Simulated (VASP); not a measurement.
# Rh (P6_3/mmc) in VASP: settings compared

Aim: see how the results for Rh move with the level of theory and the settings. Levels: HSE06, PBE-based screened hybrid with 25 % exact exchange. Tasks: single point.

Program: VASP 6.6.1. These are calculated values, not measurements. Logs are shortened: lines on timing, memory, paths and dates and some standing lists are left out, and cuts for length are marked.

### Step 1. The cell of the first run

Symmetry: P6_3/mmc, No. 194, hexagonal system. Conventional cell: a = 2.731 Å, b = 2.731 Å, c = 4.428 Å, α = 90.00°, β = 90.00°, γ = 120.00°. Within 3.6 Å of Rh (site symmetry -6m2) lie 12 Rh at 2.72 to 2.73 Å.

This isn't the form of Rh at room conditions, which is fcc.

### Step 2. Single point, HSE06

POSCAR reads:

```
Rh
1.0
    2.7309790422      0.0000000000      0.0000000000
   -1.3654895211      2.3650972278      0.0000000000
    0.0000000000      0.0000000000      4.4284890000
Rh
2
Direct
    0.3333333333      0.6666666667      0.2500000000
    0.6666666667      0.3333333333      0.7500000000
```

INCAR.step1 reads:

```
PREC = Accurate
ENCUT = 520
EDIFF = 1E-5
ISMEAR = -1
SIGMA = 0.05
LREAL = F
LASPH = T
NELM = 80
ALGO = Normal
ISIF = 2
LWAVE = T
LCHARG = F
NBANDS = 22
GGA = PE
```

INCAR.step2 reads:

```
PREC = Accurate
ENCUT = 520
EDIFF = 1E-7
ISMEAR = -1
SIGMA = 0.05
LREAL = F
LASPH = T
NELM = 80
ALGO = Normal
ISIF = 2
LWAVE = F
LCHARG = F
GGA = PE
LHFCALC = T
HFSCREEN = 0.2079
PRECFOCK = Normal
NBANDS = 22
ISTART = 1
```

KPOINTS reads:

```
regular mesh
0
Gamma
  6 6 3
```

Potentials or basis: VASP PAW PBE potentials, release 64 (Rh_pv).

Run with:

```
cat potpaw_PBE.64/Rh_pv/POTCAR > POTCAR
cp INCAR.step1 INCAR
mpirun -np 1 vasp_std > vasp.out
cp INCAR.step2 INCAR
mpirun -np 1 vasp_std > vasp.out
```

OUTCAR:

```text
PREC = Accurate
   ENCUT = 520
   EDIFF = 1E-7
   ISMEAR = -1
   LREAL = F
   LASPH = T
   NELM = 80
   ISIF = 2
   GGA = PE
   LHFCALC = T
   HFSCREEN = 0.2079
   PRECFOCK = Normal
   ISTART = 1

 ion  position               nearest neighbor table
   1  0.333  0.667  0.250-   2 2.72   2 2.72   2 2.72   2 2.72   2 2.72   2 2.72
   2  0.667  0.333  0.750-   1 2.72   1 2.72   1 2.72   1 2.72   1 2.72   1 2.72

  LATTYP: Found a hexagonal cell.
 ALAT       =     2.7309790422
 C/A-ratio  =     1.6215756077

  Lattice vectors:

 A1 = (   2.7309790422,   0.0000000000,   0.0000000000)
 A2 = (  -1.3654895211,   2.3650972278,   0.0000000000)
 A3 = (   0.0000000000,   0.0000000000,   4.4284890000)

Analysis of symmetry for initial positions (statically):
=====================================================================
 Subroutine PRICEL returns:
 Original cell was already a primitive cell.

 Routine SETGRP: Setting up the symmetry group for a
 hexagonal supercell.

 Subroutine GETGRP returns: Found 24 space group operations
 (whereof 12 operations were pure point group operations)
 out of a pool of 24 trial point group operations.

The static configuration has the point symmetry D_3d.
 The point group associated with its full space group is D_6h.

Analysis of symmetry for dynamics (positions and initial velocities):
=====================================================================
 Subroutine PRICEL returns:
 Original cell was already a primitive cell.

 Routine SETGRP: Setting up the symmetry group for a
 hexagonal supercell.

 Subroutine GETGRP returns: Found 24 space group operations
 (whereof 12 operations were pure point group operations)
 out of a pool of 24 trial point group operations.

The dynamic configuration has the point symmetry D_3d.
 The point group associated with its full space group is D_6h.

 Subroutine INISYM returns: Found 24 space group operations
 (whereof 12 operations are pure point group operations),
 and found     1 'primitive' translations

----------------------------------------------------------------------------------------

                                     Primitive cell

  volume of cell :      28.6037

  direct lattice vectors                    reciprocal lattice vectors
     2.730979042  0.000000000  0.000000000     0.366169049  0.211407799  0.000000000
    -1.365489521  2.365097228  0.000000000     0.000000000  0.422815599  0.000000000
     0.000000000  0.000000000  4.428489000     0.000000000  0.000000000  0.225810655

  length of vectors
     2.730979042  2.730979042  4.428489000     0.422815599  0.422815599  0.225810655

  position of ions in fractional coordinates (direct lattice)
     0.333333333  0.666666667  0.250000000
     0.666666667  0.333333333  0.750000000

  ion indices of the primitive-cell ions
   primitive index   ion index
                 1           1
                 2           2

----------------------------------------------------------------------------------------

 KPOINTS: regular mesh

Automatic generation of k-mesh.
 Grid dimensions read from file:
 generate k-points for:    6    6    3

 Generating k-lattice:

  Cartesian coordinates                     Fractional coordinates (reciprocal lattice)
     0.061028175  0.035234633  0.000000000     0.166666667  0.000000000  0.000000000
     0.000000000  0.070469266  0.000000000     0.000000000  0.166666667  0.000000000
     0.000000000  0.000000000  0.075270218     0.000000000  0.000000000  0.333333333

  Length of vectors
     0.070469266  0.070469266  0.075270218

  Shift w.r.t. Gamma in fractional coordinates (k-lattice)
     0.000000000  0.000000000  0.000000000

 Subroutine IBZKPT returns following result:
 ===========================================

 Found     14 irreducible k-points:

 Following reciprocal coordinates:
            Coordinates               Weight
  0.000000  0.000000  0.000000      1.000000
  0.166667 -0.000000  0.000000      6.000000
  0.333333 -0.000000  0.000000      6.000000
  0.500000 -0.000000  0.000000      3.000000
  0.166667  0.166667  0.000000      6.000000
  0.333333  0.166667  0.000000     12.000000
  0.333333  0.333333  0.000000      2.000000
  0.000000  0.000000  0.333333      2.000000
  0.166667 -0.000000  0.333333     12.000000
  0.333333 -0.000000  0.333333     12.000000
  0.500000 -0.000000  0.333333      6.000000
  0.166667  0.166667  0.333333     12.000000
  0.333333  0.166667  0.333333     24.000000
  0.333333  0.333333  0.333333      4.000000
   k-points           NKPTS =     14   k-points in BZ     NKDIM =    108   number of bands    NBANDS=     22
   number of dos      NEDOS =    301   number of ions     NIONS =      2
   total plane-waves  NPLWV =  14400
   dimension x,y,z NGX =    20 NGY =   20 NGZ =   36
   dimension x,y,z NGXF=    40 NGYF=   40 NGZF=   72
   ions per type =               2
   NGX,Y,Z   is equivalent  to a cutoff of  12.17, 12.17, 13.51 a.u.
   NGXF,Y,Z  is equivalent  to a cutoff of  24.35, 24.35, 27.03 a.u.
 SYSTEM =  unknown system
   PREC   = accura    normal or accurate (medium, high low for compatibility)
   ISTART =      1    job   : 0-new  1-cont  2-samecut
   ICHARG =      0    charge: 1-file 2-atom 10-const
   ISPIN  =      1    spin polarized calculation?
   LNONCOLLINEAR =      F non collinear calculations
   LSORBIT =      F    spin-orbit coupling
   LASPH  =      T    aspherical Exc in radial PAW
   ENCUT  =  520.0 eV  38.22 Ry    6.18 a.u.   5.08  5.08  8.23*2*pi/ulx,y,z
   NELM   =     80;   NELMIN=  2; NELMDL=  0     # of ELM steps
   EDIFF  = 0.1E-06   stopping-criterion for ELM
   LREAL  =      F    real-space projection
   EDIFFG = 0.1E-05   stopping-criterion for IOM
   NSW    =      0    number of steps for IOM
   IBRION =     -1    ionic relax: 0-MD 1-quasi-New 2-CG
   NFREE  =      0    steps in history (QN), initial steepest desc. (CG)
   ISIF   =      2    stress and relaxation
   ISYM   =      3    0-nonsym 1-usesym 2-fastsym
   POTIM  = 0.5000    time-step for ionic-motion
   TEBEG  =    0.0;   TEEND  =   0.0 temperature during run
   PSTRESS=    0.0 pullay stress
   NELECT =      30.0000    total number of electrons
   NUPDOWN=      -1.0000    fix difference up-down
   EMIN   =  10.00;   EMAX   =-10.00  energy-range for DOS
   EFERMI =   0.00;   METHOD = LEGACY
   ISMEAR =    -1;   SIGMA  =   0.05  broadening in eV -4-tet -1-fermi 0-gaus
   EFERMI_NEDOS =   21; number of points for ismear=-14 and -15
   IALGO  =     38    algorithm
   IMIX   =      1    mixing-type and parameters
     AMIX     =   0.40;   BMIX     =  1.00
     AMIX_MAG =   1.60;   BMIX_MAG =  1.00
  volume/ion in A,a.u.               =      14.30        96.51
  Fermi-wavevector in a.u.,A,eV,Ry     =   1.663314  3.143208 37.642066  2.766614
  Thomas-Fermi vector in A             =   2.750053
   LORBIT       =      0    0 simple, 1 ext, 2 COOP (PROOUT), +10 PAW based schemes
   GGA     = PE    functional components
   LHFCALC =     T    Hartree Fock is set to
   PRECFOCK=normal    Normal, Fast or Accurate (Low or Medium for compatibility)
   ENCUT4O =  -1.0   cutoff for four orbital integrals eV
   NKREDX  =     1    reduce k-point grid by
   NKREDY  =     1    reduce k-point grid by
   NKREDZ  =     1    reduce k-point grid by
   AEXX    =    0.2500 exact exchange contribution
   HFSCREEN=    0.2079 screening length (either q_TF or 0.3 A-1)
   HFSCREENC=   0.2079 screening length for correlation (either q_TF or 0.3 A-1)
   ENCUTFOCK=  -1.0 apply spherical cutoff to Coloumb kernel
   IVDW    =     0    specifies the selected vdW correction
   LEPSILON=     F    determine dielectric tensor
   LRPA    =     F    only Hartree local field effects (RPA)
 non-spin polarized calculation
  energy-cutoff  :      520.00
  volume of cell :       28.60
 maximum number of plane-waves:       785
  NGX = 16; NGY = 16; NGZ = 28

 number of electron      30.0000009 magnetization

 Free energy of the ion-electron system (eV)
  ---------------------------------------------------
  ext. energy  EPLUGINS =         0.00000000
  ---------------------------------------------------
  free energy    TOTEN  =       -16.68540598 eV

  energy without entropy =      -16.65211566  energy(sigma->0) =      -16.66876082

 E-fermi :  10.6226     XC(G=0): -11.1949

 val. band max:       10.6007915424   @ k =   0.3333   0.1667   0.3333
 cond. band min:      10.6369184797   @ k =   0.3333   0.3333   0.0000
 fundamental gap:      0.0361269373
 Fermi energy:        10.6225578090

 k-point     1 :       0.0000    0.0000    0.0000
  band No.  band energies     occupation
      1     -39.4513      2.00000
      2     -38.6867      2.00000
      3     -38.6867      2.00000
      4     -38.6757      2.00000
      5     -38.5636      2.00000
      6     -38.5636      2.00000
[... 14 lines left out ...]
     21      30.2132      0.00000
     22      30.8839      0.00000

 k-point     2 :       0.1667   -0.0000    0.0000
  band No.  band energies     occupation
      1     -39.3849      2.00000
      2     -38.8254      2.00000
      3     -38.7313      2.00000
      4     -38.7109      2.00000
      5     -38.7033      2.00000
      6     -38.5892      2.00000
[... 14 lines left out ...]
     21      30.7151      0.00000
     22      30.8957      0.00000

 k-point     3 :       0.3333   -0.0000    0.0000
  band No.  band energies     occupation
      1     -39.2281      2.00000
      2     -39.1063      2.00000
      3     -38.9938      2.00000
      4     -38.8183      2.00000
      5     -38.7858      2.00000
      6     -38.6434      2.00000
[... 14 lines left out ...]
     21      26.9417      0.00000
     22      27.8451      0.00000
[... 226 lines left out ...]
 k-point    13 :       0.3333    0.1667    0.3333
  band No.  band energies     occupation
      1     -39.2725      2.00000
      2     -39.2072      2.00000
      3     -38.9617      2.00000
      4     -38.8827      2.00000
      5     -38.8097      2.00000
      6     -38.7528      2.00000
[... 14 lines left out ...]
     21      24.4336      0.00000
     22      27.2309      0.00000

 k-point    14 :       0.3333    0.3333    0.3333
  band No.  band energies     occupation
      1     -39.1937      2.00000
      2     -39.1937      2.00000
      3     -39.0790      2.00000
      4     -38.9603      2.00000
      5     -38.8074      2.00000
      6     -38.8074      2.00000
[... 14 lines left out ...]
     21      22.8531      0.00000
     22      22.8531      0.00000

------------------------ aborting loop because EDIFF is reached ----------------------------------------

  FORCE on cell =-STRESS in cart. coord.  units (eV):
  Direction    XX          YY          ZZ          XY          YZ          ZX
  --------------------------------------------------------------------------------------
  -------------------------------------------------------------------------------------
  Total       -1.6028053     -1.6028053     -4.1508482     -0.0000000     -0.0000000      0.0000000
  in kB      -89.7776898    -89.7776898   -232.5008269     -0.0000000     -0.0000000      0.0000000
  external PRESSURE =    -137.3520688 kB  Pullay stress =       0.0000000 kB

 VOLUME and BASIS-vectors are now :
 -----------------------------------------------------------------------------
  energy-cutoff  :      520.00
  volume of cell :       28.60
      direct lattice vectors                 reciprocal lattice vectors
     2.730979042  0.000000000  0.000000000     0.366169049  0.211407799  0.000000000
    -1.365489521  2.365097228  0.000000000     0.000000000  0.422815599  0.000000000
     0.000000000  0.000000000  4.428489000     0.000000000  0.000000000  0.225810655

 POSITION                                       TOTAL-FORCE (eV/Angst)
 -----------------------------------------------------------------------------------
     -0.00000      1.57673      1.10712        -0.000000      0.000000     -0.000000
      1.36549      0.78837      3.32137         0.000000     -0.000000      0.000000
 -----------------------------------------------------------------------------------
    total drift:                                0.000000      0.000000     -0.000000

  FREE ENERGIE OF THE ION-ELECTRON SYSTEM (eV)
  ---------------------------------------------------
  free  energy   TOTEN  =       -16.6854059753 eV

  energy  without entropy=      -16.6521156610  energy(sigma->0) =      -16.66876082
```

Run time: 23 min. Hardware: 1 thread of Intel Xeon Platinum 8559C (Emerald Rapids), shared host; peak memory 0.25 GiB.

Results:

| Quantity | Value |
| --- | --- |
| Free energy | -16.6854 eV |
| Pressure | -13.7 GPa |
| Band gap on the k mesh | zero (bands 15 and 16 overlap by 2.71 eV) |

Stress tensor (GPa, compression positive):
```
 -8.98   0.00   0.00
  0.00  -8.98   0.00
  0.00   0.00 -23.25
```

Caveat: the k points lie up to 0.47 Å⁻¹ apart, too coarse for converged energies and pressures of a metal; the PAW data sets were made with another functional, which shifts forces and pressure a little.

(Part 1 of 2 ends here.)
